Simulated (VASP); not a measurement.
Set up this calculation in VASP 6.6.1, as the native input.

- Task: single point
- Functional: PBE
- Potentials or basis: VASP PAW PBE potentials, release 64 (Mg, Sb)
- Cutoff: 520 eV
- k mesh: 6 × 6 × 4
- Occupations: gaussian, width 0.1 eV
- Spin: no spin polarisation
- Dipole correction: no
- Further INCAR settings: ALGO = Normal; EDIFF = 1e-06; NBANDS = 16

The structure of Mg3Sb2 lies in POSCAR:

```
Mg3Sb2
1.0
    4.5820000000      0.0000000000      0.0000000000
   -2.2910000000      3.9681284001      0.0000000000
    0.0000000000      0.0000000000      7.2440000000
Mg Sb
3 2
Direct
    0.3333333333      0.6666666667      0.6300000000
    0.6666666667      0.3333333333      0.3700000000
    0.0000000000      0.0000000000      0.0000000000
    0.3333333333      0.6666666667      0.2350000000
    0.6666666667      0.3333333333      0.7650000000
```

One way to write it, as run:

INCAR

```
ALGO = Normal
EDIFF = 1E-6
ENCUT = 520
GGA = PE
ISIF = 2
ISMEAR = 0
LASPH = T
LCHARG = F
LREAL = F
LWAVE = F
NBANDS = 16
NELM = 100
PREC = Accurate
SIGMA = 0.1
```

KPOINTS

```
k-points
0
Gamma
  6 6 4
```

Potentials or basis: VASP PAW PBE potentials, release 64 (Mg, Sb).

Command:

```console
$ cat potpaw_PBE.64/Mg/POTCAR potpaw_PBE.64/Sb/POTCAR > POTCAR
$ mpirun -np 1 vasp_std > vasp.out
```

Results of the run:

| Quantity | Value |
| --- | --- |
| Pressure | 1.0 GPa |
| Largest force | 0.495 eV/Å |
| Band gap on the k mesh | 0.26 eV, indirect (least direct gap 1.17 eV) |

Caveat: spin-orbit coupling is left out, which moves the levels of the heavy elements.

Wall time 48 s on 1 thread of Intel(R) Xeon(R) Platinum 8259CL CPU @ 2.50GHz (Skylake/Cascade Lake), on a shared host, peak memory 0.25 GiB.
